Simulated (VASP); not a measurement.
Ca, 1 atom in the cell. Symmetry: Pm-3m, No. 221, cubic system. Conventional cell: a = 2.597 Å, b = 2.597 Å, c = 2.597 Å, α = 90.00°, β = 90.00°, γ = 90.00°. Within 3.4 Å of Ca (site symmetry m-3m) lie 6 Ca at 2.60 Å. This isn't the form of Ca at room conditions, which is fcc.

```yaml
Program: VASP 6.6.1
Task: single point
Functional: PBE
Potentials_or_basis: VASP PAW PBE potentials, release 64 (Ca_sv)
Cutoff: 500 eV
k_mesh: 11 × 11 × 11
Occupations: fermi-dirac, width 0.1 eV
Spin: no spin polarisation
Dipole_correction: no
Further_INCAR_settings: ALGO = Normal; EDIFF = 1e-06; NBANDS = 11
```

Potentials or basis: VASP PAW PBE potentials, release 64 (Ca_sv).

Command:

```bash
$ cat potpaw_PBE.64/Ca_sv/POTCAR > POTCAR
$ mpirun -np 1 vasp_std > vasp.out
```

Hardware: 1 thread of AMD EPYC 7R13 Processor (Zen 3), with other jobs on the host.

Estimate the wall time of this run.

Wall time 7.3 s on 1 thread of AMD EPYC 7R13 Processor (Zen 3) (shared host), peak memory 0.1 GiB. Counts: scf iterations 11, k points 56.
